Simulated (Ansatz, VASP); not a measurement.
ZnCu in VASP and in Ansatz

Contents of INCAR:

```
  PREC = Accurate
  ENCUT = 520
  EDIFF = 1E-7
  ISMEAR = -1
  SIGMA = 0.1
  LREAL = F
  LASPH = T
  NELM = 100
  ALGO = Normal
  ISIF = 2
  LWAVE = F
  LCHARG = F
  GGA = PE
  NBANDS = 18
```

KPOINTS

```
regular mesh
0
Gamma
  8 8 8
```

POSCAR

```
ZnCu
1.0
    2.9450000000      0.0000000000      0.0000000000
    0.0000000000      2.9450000000      0.0000000000
    0.0000000000      0.0000000000      2.9450000000
Zn Cu
1 1
Direct
    0.5000000000      0.5000000000      0.5000000000
    0.0000000000      0.0000000000      0.0000000000
```

Input for Ansatz:

```yaml
crystal:
  lattice:
    - [2.945, 0.0, 0.0]
    - [0.0, 2.945, 0.0]
    - [0.0, 0.0, 2.945]
  atoms:
    - { symbol: Zn, position: [0.5, 0.5, 0.5] }
    - { symbol: Cu, position: [0.0, 0.0, 0.0] }
basis:
  ecutwfc: 550.0
kpoints:
  mp_grid:
    grid: [8, 8, 8]
scf:
  convergence:
    dr2_threshold: 1.0e-08
  occupations:
    method: fermi_dirac
output:
  stress: true
```

Alike in both runs: task single point; functional PBE; k mesh 8 × 8 × 8; no spin polarisation.

|  | VASP | Ansatz |
| --- | --- | --- |
| version | VASP 6.6.1 | Ansatz 0.2.0 |
| potentials or method | VASP PAW PBE potentials, release 64 (Zn, Cu), cutoff 520 eV | plane waves, PAW |
| occupations | fermi-dirac, width 0.1 eV | fermi-dirac |
| valence electrons in the cell | 23 | 31 |

```tsv
	VASP	Ansatz	Ansatz less VASP
pressure (GPa)	3.0	2.4	-0.61
```

VASP's potentials hold 23 valence electrons a cell and Ansatz's 31, so a difference there can come from the potentials and not from the codes. Ansatz's warnings: stress scf threshold loose.
